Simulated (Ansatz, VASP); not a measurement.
# Ta3N in VASP and in Ansatz

Contents of INCAR:

```
PREC     = Accurate       # precision mode
ENCUT    = 520            # plane-wave cutoff, eV
EDIFF    = 1E-7           # SCF threshold, eV
ISMEAR   = 0              # smearing method
SIGMA    = 0.15           # smearing width, eV
LREAL    = False          # projectors in reciprocal space
LASPH    = True           # aspherical terms in the spheres
NELM     = 80             # most SCF steps
ALGO     = Normal         # electronic algorithm
ISIF     = 2              # what is computed and relaxed
LWAVE    = False          # write WAVECAR
LCHARG   = True           # write CHGCAR
GGA      = PS             # functional
LELF     = True           # ELF
LVHAR    = True         
NBANDS   = 27             # bands
```

Contents of KPOINTS:

```
Automatic mesh
0
Gamma
  18 18 8
```

POSCAR

```
Ta3N
1.0
    3.0005045844      0.0000000000      0.0000000000
   -1.5002522922      2.5985131942      0.0000000000
    0.0000000000      0.0000000000      7.7479221219
Ta N
3 1
Direct
    0.0000000000      0.0000000000      0.5000000000
    0.3333333333      0.6666666667      0.1725859884
    0.6666666667      0.3333333333      0.8274140116
    0.0000000000      0.0000000000      0.0000000000
```

Input for Ansatz:

```yaml
crystal:
  lattice:
    - [3.0005045844, 0.0, 0.0]
    - [-1.5002522922, 2.5985131942, 0.0]
    - [0.0, 0.0, 7.7479221219]
  atoms:
    - { symbol: Ta, position: [0.0, 0.0, 0.5] }
    - { symbol: Ta, position: [0.3333333333, 0.6666666667, 0.1725859884] }
    - { symbol: Ta, position: [0.6666666667, 0.3333333333, 0.8274140116] }
    - { symbol: "N", position: [0.0, 0.0, 0.0] }
basis:
  ecutwfc: 420
kpoints:
  mp_grid: { grid: [18, 18, 8] }
hamiltonian:
  xc: pbesol
scf:
  occupations: { method: gaussian, width: 0.15 }
output:
  forces: true
  stress: true
  eigenvalues: true
```

Change from the starting cell: strain +0.000 along x and y, +0.040 along z, atoms carried along.

Alike in both runs: task single point; functional PBEsol; k mesh 18 × 18 × 8; occupations gaussian, width 0.15 eV; no spin polarisation.

```csv
,VASP,Ansatz
version,VASP 6.6.1,Ansatz 0.2.0
potentials or method,"VASP PAW PBE potentials, release 64 (Ta_pv, N), cutoff 520 eV","scalar-relativistic, plane waves, PAW"
valence electrons in the cell,38,44
```

Ansatz gave:

| Property | Result |
| --- | --- |
| gap on the k mesh at the Fermi level (eV) | none |
| pressure (GPa) | -9.6 |
| traceless stress, the component that is largest in VASP (GPa) | -3.30 |
| rms of the force components (eV/Å) | 0.003 |

What did VASP give for the same quantities?

gap on the k mesh at the Fermi level (eV): none; pressure (GPa): -9.2; traceless stress, the component that is largest in VASP (GPa): -3.26; rms of the force components (eV/Å): 0.018.

VASP's potentials were made for PBE, not for PBEsol. Atom by atom the forces differ by 0.021 eV/Å (rms over components). A gap of «none» marks a metal or a gap that the smearing closes. VASP's potentials hold 38 valence electrons a cell and Ansatz's 44, so a difference there can come from the potentials and not from the codes.

Neither program's run includes spin-orbit coupling.
